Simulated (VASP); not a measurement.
Wanted: the native input for a VASP 6.6.1 run.

```yaml
Task: single point
Functional: LDA
Potentials_or_basis: VASP PAW LDA potentials, release 64 (Li_sv, Mg)
Cutoff: 520 eV
k_mesh: 6 × 6 × 6
Occupations: fermi-dirac, width 0.02 eV
Spin: no spin polarisation
Dipole_correction: no
Further_INCAR_settings: ALGO = Normal; EDIFF = 1e-06; NBANDS = 14
```

The structure of Li3Mg lies in POSCAR:

```
Li3Mg
1.0
    0.0000000000      3.3541521643      3.3541521643
    3.3541521643      0.0000000000      3.3541521643
    3.3541521643      3.3541521643      0.0000000000
Li Mg
3 1
Direct
    0.2500000000      0.2500000000      0.2500000000
    0.5000000000      0.5000000000      0.5000000000
    0.7500000000      0.7500000000      0.7500000000
    0.0000000000      0.0000000000      0.0000000000
```

One way to write it, as run:

INCAR

```
  PREC = Accurate
  ENCUT = 520
  EDIFF = 1E-6
  ISMEAR = -1
  SIGMA = 0.02
  LREAL = F
  LASPH = T
  NELM = 80
  ALGO = Normal
  ISIF = 2
  LWAVE = F
  LCHARG = F
  NBANDS = 14
```

KPOINTS

```
regular mesh
0
Gamma
  6 6 6
```

Potentials or basis: VASP PAW LDA potentials, release 64 (Li_sv, Mg).

Run with:

```bash
$ cat potpaw_LDA.64/Li_sv/POTCAR potpaw_LDA.64/Mg/POTCAR > POTCAR
$ mpirun -np 1 vasp_std > vasp.out
```

It gave:

```json
{"Band gap on the k mesh": "zero (an odd number of electrons rules out a gap without spin polarisation)"}
```

Run time: 28 s on 1 thread of AMD EPYC 7R13, on a shared host, peak memory 0.14 GiB.
